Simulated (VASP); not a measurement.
Wanted: the native input for a VASP 6.6.1 run.

```
Task                   : relaxation of cell and atoms
Functional             : r2SCAN
Potentials or basis    : VASP PAW PBE potentials, release 64 (K_sv, Mg, F)
Cutoff                 : 600 eV
k mesh                 : 7 × 7 × 7
Occupations            : fermi-dirac, width 0.05 eV
Spin                   : no spin polarisation
Target pressure        : 30 GPa
Dipole correction      : no
Further INCAR settings : ALGO = Normal; EDIFF = 1e-06; IBRION = 2; EDIFFG = -0.01; NSW = 60; ISIF = 3
```

Crystal: KMgF3.

```
CELL_PARAMETERS angstrom
3.98590 0.00000 0.00000
0.00000 3.98590 0.00000
0.00000 0.00000 3.98590
ATOMIC_POSITIONS crystal
K 0.50000 0.50000 0.50000
Mg 0.00000 0.00000 0.00000
F 0.00000 0.00000 0.50000
F 0.00000 0.50000 0.00000
F 0.50000 0.00000 0.00000
```

One way to write it, as run:

POSCAR

```
KMgF3
1.0
    3.9859000000      0.0000000000      0.0000000000
    0.0000000000      3.9859000000      0.0000000000
    0.0000000000      0.0000000000      3.9859000000
K Mg F
1 1 3
Direct
    0.5000000000      0.5000000000      0.5000000000
    0.0000000000      0.0000000000      0.0000000000
    0.0000000000      0.0000000000      0.5000000000
    0.0000000000      0.5000000000      0.0000000000
    0.5000000000      0.0000000000      0.0000000000
```

INCAR.step1

```
ALGO     = Normal         # electronic algorithm
EDIFF    = 1E-4           # SCF threshold, eV
ENCUT    = 600            # plane-wave cutoff, eV
GGA      = PE             # functional
ISMEAR   = -1             # smearing method
LASPH    = T              # aspherical terms in the spheres
LCHARG   = F              # write CHGCAR
LREAL    = F              # projectors in reciprocal space
LWAVE    = T              # write WAVECAR
NELM     = 100            # most SCF steps
PREC     = Accurate       # precision mode
SIGMA    = 0.05           # smearing width, eV
```

INCAR.step2

```
ALGO     = Normal         # electronic algorithm
EDIFF    = 1E-6           # SCF threshold, eV
EDIFFG   = -0.01          # ionic threshold
ENCUT    = 600            # plane-wave cutoff, eV
IBRION   = 2              # ionic algorithm
ISIF     = 3              # what is computed and relaxed
ISMEAR   = -1             # smearing method
ISTART   = 1            
LASPH    = T              # aspherical terms in the spheres
LCHARG   = F              # write CHGCAR
LMIXTAU  = T            
LREAL    = F              # projectors in reciprocal space
LWAVE    = F              # write WAVECAR
METAGGA  = R2SCAN         # meta-GGA
NELM     = 100            # most SCF steps
NSW      = 60             # ionic steps
PREC     = Accurate       # precision mode
PSTRESS  = 300.0        
SIGMA    = 0.05           # smearing width, eV
```

KPOINTS

```
k-points
0
Gamma
  7 7 7
```

Potentials or basis: VASP PAW PBE potentials, release 64 (K_sv, Mg, F).

Launch:

```sh
$ cat potpaw_PBE.64/K_sv/POTCAR potpaw_PBE.64/Mg/POTCAR potpaw_PBE.64/F/POTCAR > POTCAR
$ cp INCAR.step1 INCAR
$ mpirun -np 1 vasp_std > vasp.out
$ cp INCAR.step2 INCAR
$ mpirun -np 1 vasp_std > vasp.out
```

It gave:

- Relaxed volume: 10.01 Å³/atom
- Relaxed cell: a = 3.685 Å, b = 3.685 Å, c = 3.685 Å, α = 90.00°, β = 90.00°, γ = 90.00°
- Space group after relaxing (to 0.05 Å): Pm-3m (No. 221)
- Energy change on relaxing (the enthalpy is what falls): +188.1 meV/atom
- Ionic steps: 6
- Pressure after relaxing: 30.0 GPa
- Band gap on the k mesh: 10.46 eV, indirect (least direct gap 10.71 eV)

Caveat: the cell is relaxed towards a set pressure, so the enthalpy falls and the energy may rise; the volume moved by over 15 % at a fixed basis, so the end points are rough; the PAW data sets were made with another functional, which shifts forces and pressure a little.

Wall time 15 min on 1 thread of Oxide Virtual Turin-like Processor, on a shared host, peak memory 0.19 GiB.
